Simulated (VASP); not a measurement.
A run of VASP 6.6.1 is set up as follows.

File INCAR:

```
PREC = Accurate
ENCUT = 520
EDIFF = 1E-6
ISMEAR = -1
SIGMA = 0.1
LREAL = False
LASPH = True
NELM = 100
ALGO = Normal
ISIF = 2
LWAVE = False
LCHARG = False
GGA = PS
NBANDS = 25
```

KPOINTS

```
Automatic mesh
0
Gamma
  11 11 15
```

POSCAR

```
Ti
1.0
    3.5575137081      0.0000000000      0.0000000000
   -1.7787568540      3.0808972455      0.0000000000
    0.0000000000      0.0000000000      1.8876708729
Ti
3
Direct
    0.0000000000      0.0000000000      0.0000000000
    0.3333333333      0.6666666667      0.5000000000
    0.6666666667      0.3333333333      0.5000000000
```

Potentials or basis: VASP PAW PBE potentials, release 64 (Ti_sv).

Run with:

```sh
$ cat potpaw_PBE.64/Ti_sv/POTCAR > POTCAR
$ mpirun -np 1 vasp_std > vasp.out
```

Question: Estimate the pressure.

Answer: 403.8 GPa.

Question: What does it give for the band gap on the k mesh?

Answer: Zero (bands 18 and 19 overlap by 3.20 eV).

Stress tensor (GPa, compression positive):
```
390.90   0.00   0.00
  0.00 390.90   0.00
  0.00   0.00 429.75
```

Caveat: atoms lie so close that the PAW spheres overlap strongly, which falsifies energies and pressures; the cell stands under pressure; the PAW data sets were made with another functional, which shifts forces and pressure a little.
